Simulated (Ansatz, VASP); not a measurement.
Two plane-wave programs on SnO

File POSCAR:

```
SnO
1.0
    3.2308281248      0.0000000000      0.0000000000
   -1.6154140624      2.7979792313      0.0000000000
    0.0000000000      0.0000000000      9.0282284274
Sn O
2 2
Direct
    0.3333333333      0.6666666667     -0.0066374703
    0.6666666667      0.3333333333      0.4933625297
    0.3333333333      0.6666666667      0.3816374703
    0.6666666667      0.3333333333      0.8816374703
```

Contents of INCAR.step1:

```
PREC     = Accurate       # precision mode
ENCUT    = 520            # plane-wave cutoff, eV
ISMEAR   = 0              # smearing method
SIGMA    = 0.01           # smearing width, eV
LREAL    = F              # projectors in reciprocal space
LASPH    = T              # aspherical terms in the spheres
NELM     = 80             # most SCF steps
NBANDS   = 28             # bands
GGA      = PE             # functional
ALGO     = Normal         # electronic algorithm
EDIFF    = 1E-4           # SCF threshold, eV
LWAVE    = T              # write WAVECAR
LCHARG   = F              # write CHGCAR
```

INCAR.step2

```
PREC     = Accurate       # precision mode
ENCUT    = 520            # plane-wave cutoff, eV
EDIFF    = 1E-6           # SCF threshold, eV
ISMEAR   = 0              # smearing method
SIGMA    = 0.01           # smearing width, eV
LREAL    = F              # projectors in reciprocal space
LASPH    = T              # aspherical terms in the spheres
NELM     = 80             # most SCF steps
ALGO     = Normal         # electronic algorithm
ISIF     = 2              # what is computed and relaxed
LWAVE    = F              # write WAVECAR
LCHARG   = T              # write CHGCAR
METAGGA  = R2SCAN         # meta-GGA
LMIXTAU  = T            
LELF     = T              # ELF
LVHAR    = T            
NBANDS   = 28             # bands
ISTART   = 1
```

The input KPOINTS:

```
regular mesh
0
Gamma
  9 9 2
```

Input for Ansatz:

```yaml
crystal:
  lattice:
    - [3.2308281248, 0.0, 0.0]
    - [-1.6154140624, 2.7979792313, 0.0]
    - [0.0, 0.0, 9.0282284274]
  atoms:
    - { symbol: Sn, position: [0.3333333333, 0.6666666667, -0.0066374703] }
    - { symbol: Sn, position: [0.6666666667, 0.3333333333, 0.4933625297] }
    - { symbol: O, position: [0.3333333333, 0.6666666667, 0.3816374703] }
    - { symbol: O, position: [0.6666666667, 0.3333333333, 0.8816374703] }
kpoints:
  mp_grid: { grid: [9, 9, 2] }
hamiltonian:
  xc: r2scan
scf:
  occupations: { method: fixed }
  n_extra_bands: 5
output:
  forces: true
  stress: true
  eigenvalues: true
```

Alike in both runs: task single point; functional r2SCAN; k mesh 9 × 9 × 2; no spin polarisation.

```csv
,VASP,Ansatz
version,VASP 6.6.1,Ansatz 0.2.0
potentials or method,"VASP PAW PBE potentials, release 64 (Sn_d, O)","plane waves, PAW"
plane-wave cutoff (eV),520,500
occupations,"gaussian, width 0.01 eV",fixed
valence electrons in the cell,40,40
```

Ansatz gave:

| Property | Result |
| --- | --- |
| gap on the k mesh at the Fermi level (eV) | 1.57 |
| pressure (GPa) | 4.9 |
| traceless stress, the component that is largest in VASP (GPa) | -1.44 |
| rms of the force components (eV/Å) | 0.396 |

Which values does VASP return?

gap on the k mesh at the Fermi level (eV): 1.54; pressure (GPa): 5.4; traceless stress, the component that is largest in VASP (GPa): -1.65; rms of the force components (eV/Å): 0.466.

VASP's potentials were made for PBE, not for r2SCAN. Atom by atom the forces differ by 0.070 eV/Å (rms over components).
